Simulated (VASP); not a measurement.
# La2O3 (P-3m1) in VASP: a series of runs, part 2 of 2

VASP 6.6.1.

## (7) Single point, r2SCAN

This run uses another cell than the first one, of 16.43 Å³/atom, 1.029 times its volume.

Input file POSCAR:

```
La2O3
1.0
    3.9351015413      0.0000000000      0.0000000000
   -1.9675507707      3.4078979012      0.0000000000
    0.0000000000      0.0000000000      6.1262271595
La O
2 3
Direct
    0.6666666667      0.3333333333      0.7538431652
    0.3333333333      0.6666666667      0.2461568348
    0.6666666667      0.3333333333      0.3538862902
    0.3333333333      0.6666666667      0.6461137098
    0.0000000000      0.0000000000      0.0000000000
```

Input file INCAR.step1:

```
ALGO = Normal
EDIFF = 1E-4
ENCUT = 520
GGA = PE
ISMEAR = 0
LASPH = True
LCHARG = False
LREAL = False
LWAVE = True
NBANDS = 28
NELM = 60
PREC = Accurate
SIGMA = 0.01
```

Input file INCAR.step2:

```
ALGO = Normal
EDIFF = 1E-7
ENCUT = 520
ISIF = 2
ISMEAR = 0
ISTART = 1
LASPH = True
LCHARG = False
LMIXTAU = True
LREAL = False
LWAVE = False
METAGGA = R2SCAN
NBANDS = 28
NELM = 60
PREC = Accurate
SIGMA = 0.01
```

Input file KPOINTS:

```
k-points
0
Gamma
  12 12 4
```

Potentials or basis: VASP PAW PBE potentials, release 64 (La, O).

The run is started by

```
cat potpaw_PBE.64/La/POTCAR potpaw_PBE.64/O/POTCAR > POTCAR
cp INCAR.step1 INCAR
mpirun -np 1 vasp_std > vasp.out
cp INCAR.step2 INCAR
mpirun -np 1 vasp_std > vasp.out
```

OUTCAR:

```text
EDIFF = 1E-7
   ENCUT = 520
   ISIF = 2
   ISMEAR = 0
   ISTART = 1
   LASPH = True
   LREAL = False
   METAGGA = R2SCAN
   NELM = 60
   PREC = Accurate

 ion  position               nearest neighbor table
   1  0.667  0.333  0.754-   4 2.37   4 2.37   4 2.37   3 2.45   5 2.73   5 2.73   5 2.73
   2  0.333  0.667  0.246-   3 2.37   3 2.37   3 2.37   4 2.45   5 2.73   5 2.73   5 2.73
   3  0.667  0.333  0.354-   2 2.37   2 2.37   2 2.37   1 2.45
   4  0.333  0.667  0.646-   1 2.37   1 2.37   1 2.37   2 2.45
   5  0.000  0.000  0.000-   1 2.73   2 2.73   2 2.73   1 2.73   1 2.73   2 2.73

  LATTYP: Found a hexagonal cell.
 ALAT       =     3.9351015413
 C/A-ratio  =     1.5568155218

  Lattice vectors:

 A1 = (   3.9351015413,   0.0000000000,   0.0000000000)
 A2 = (  -1.9675507707,   3.4078979012,   0.0000000000)
 A3 = (   0.0000000000,   0.0000000000,   6.1262271595)

Analysis of symmetry for initial positions (statically):
=====================================================================
 Subroutine PRICEL returns:
 Original cell was already a primitive cell.

 Routine SETGRP: Setting up the symmetry group for a
[... 171 lines left out ...]
  free energy    TOTEN  =       -96.05769150 eV

  energy without entropy =      -96.05769150  energy(sigma->0) =      -96.05769150

 E-fermi :   5.8137     XC(G=0): -11.0782

 val. band max:        5.6778989426   @ k =   0.5000  -0.0000   0.5000
 cond. band min:       9.9187627605   @ k =   0.3333   0.3333   0.0000
 fundamental gap:      4.2408638179
 Fermi energy:         5.8136516956

 k-point     1 :       0.0000    0.0000    0.0000
  band No.  band energies     occupation
      1     -25.0651      2.00000
      2     -24.8148      2.00000
      3     -12.1254      2.00000
      4     -11.0042      2.00000
      5     -10.4966      2.00000
      6      -8.0613      2.00000
[... 733 lines left out ...]
     27      11.7015      0.00000
     28      11.8306      0.00000

 [... further k-points ...]
[... 5 lines left out ...]
  --------------------------------------------------------------------------------------
  -------------------------------------------------------------------------------------
  Total       -0.2390295     -0.2390295     -0.1819411      0.0000000     -0.0000000      0.0000000
  in kB       -4.6615090     -4.6615090     -3.5481818      0.0000000     -0.0000000      0.0000000
  external PRESSURE =      -4.2903999 kB  Pullay stress =       0.0000000 kB

 VOLUME and BASIS-vectors are now :
 -----------------------------------------------------------------------------
  energy-cutoff  :      520.00
  volume of cell :       82.16
      direct lattice vectors                 reciprocal lattice vectors
     3.935101541  0.000000000  0.000000000     0.254123049  0.146718010  0.000000000
    -1.967550771  3.407897901  0.000000000     0.000000000  0.293436021  0.000000000
     0.000000000  0.000000000  6.126227159     0.000000000  0.000000000  0.163232602

 POSITION                                       TOTAL-FORCE (eV/Angst)
 -----------------------------------------------------------------------------------
      1.96755      1.13597      4.61821        -0.000000      0.000000     -0.021872
     -0.00000      2.27193      1.50801         0.000000      0.000000      0.021872
      1.96755      1.13597      2.16799        -0.000000     -0.000000     -0.005391
     -0.00000      2.27193      3.95824         0.000000      0.000000      0.005391
      0.00000      0.00000      0.00000         0.000000      0.000000      0.000000
 -----------------------------------------------------------------------------------
    total drift:                               -0.000000      0.000000      0.000000

  FREE ENERGIE OF THE ION-ELECTRON SYSTEM (eV)
  ---------------------------------------------------
  free  energy   TOTEN  =       -96.0576914966 eV

  energy  without entropy=      -96.0576914966  energy(sigma->0) =      -96.05769150
```

OUTCAR.step1:

```text
EDIFF = 1E-4
   ENCUT = 520
   GGA = PE
   ISMEAR = 0
[... 978 lines left out ...]
     -0.00000      2.27193      1.50801        -0.000000      0.000000      0.038633
      1.96755      1.13597      2.16799        -0.000000      0.000000     -0.005809
     -0.00000      2.27193      3.95824         0.000000      0.000000      0.005809
      0.00000      0.00000      0.00000         0.000000      0.000000      0.000000
 -----------------------------------------------------------------------------------
    total drift:                               -0.000000      0.000000      0.000000

  FREE ENERGIE OF THE ION-ELECTRON SYSTEM (eV)
  ---------------------------------------------------
  free  energy   TOTEN  =       -41.8209524399 eV

  energy  without entropy=      -41.8209524399  energy(sigma->0) =      -41.82095244
```

Wall time 17 min (1 thread of Intel Xeon Platinum 8488C (Sapphire Rapids), shared host); peak memory 0.31 GiB.

What came out:

```
Free energy            : -96.0577 eV
Pressure               : -0.4 GPa
Largest force          : 0.022 eV/Å
Band gap on the k mesh : 4.24 eV, indirect (least direct gap 4.36 eV)
```

Forces on the atoms (eV/Å):
```
La   0.000  0.000 -0.022
La   0.000  0.000  0.022
O    0.000  0.000 -0.005
O    0.000  0.000  0.005
O    0.000  0.000  0.000
```

Levels at points of the mesh, in eV from the valence-band top:
```csv
k point,band 17,band 18,band 19,band 20,band 21,band 22,band 23,band 24
"(0.00, 0.00, 0.00)",-1.64,-0.38,-0.38,-0.11,4.78,5.12,5.12,5.74
"(0.50, 0.00, 0.00)",-0.74,-0.67,-0.42,-0.30,4.30,5.26,5.77,5.81
"(0.00, 0.00, 0.50)",-0.99,-0.76,-0.28,-0.28,5.23,5.27,5.27,5.52
"(0.50, 0.00, 0.50)",-0.96,-0.70,-0.37,0.00,4.92,5.08,5.71,5.81
```

Caveat: the PAW data sets were made with another functional, which shifts forces and pressure a little; spin-orbit coupling is left out, which moves the levels of the heavy elements. A k mesh can miss the band edges.

## (8) Summary

```tsv
task	level	cell	k mesh	cutoff (eV)	smearing	gap on the mesh (eV)	pressure (GPa)	largest force (eV/Å)
single point	PBEsol	a = 3.906, b = 3.906, c = 6.041 Å, angles 90.0, 90.0, 120.0°, 5 atoms	6 × 6 × 4	520	fermi-dirac 0.02 eV	3.78	-0.2	0.01
single point	r2SCAN	a = 3.935, b = 3.935, c = 6.126 Å, angles 90.0, 90.0, 120.0°, 5 atoms	6 × 6 × 4	520	fermi-dirac 0.02 eV	4.24	-0.5	0.02
single point	PBE	a = 3.935, b = 3.935, c = 6.126 Å, angles 90.0, 90.0, 120.0°, 5 atoms	12 × 12 × 4	520	fermi-dirac 0.02 eV	3.86	1.0	0.04
relaxation of cell and atoms	PBEsol	relaxed from a = 3.940, b = 3.940, c = 6.187 Å, angles 90.0, 90.0, 120.0°, 5 atoms	6 × 6 × 4	600	fermi-dirac 0.02 eV	3.78	0.0	-
single point	PBE	a = 3.940, b = 3.940, c = 6.187 Å, angles 90.0, 90.0, 120.0°, 5 atoms	12 × 12 × 4	520	fermi-dirac 0.02 eV	3.85	-0.3	0.01
single point	r2SCAN	a = 3.935, b = 3.935, c = 6.126 Å, angles 90.0, 90.0, 120.0°, 5 atoms	12 × 12 × 4	520	gaussian 0.01 eV	4.24	-0.4	0.02
```

Alike in all rows: potentials or basis VASP PAW PBE potentials, release 64 (La, O); no spin polarisation.

Caveats: spin-orbit coupling is left out, which moves the levels of the heavy elements; the PAW data sets were made with another functional, which shifts forces and pressure a little (some runs).

Absolute energies hang on the potentials; compare differences alone.
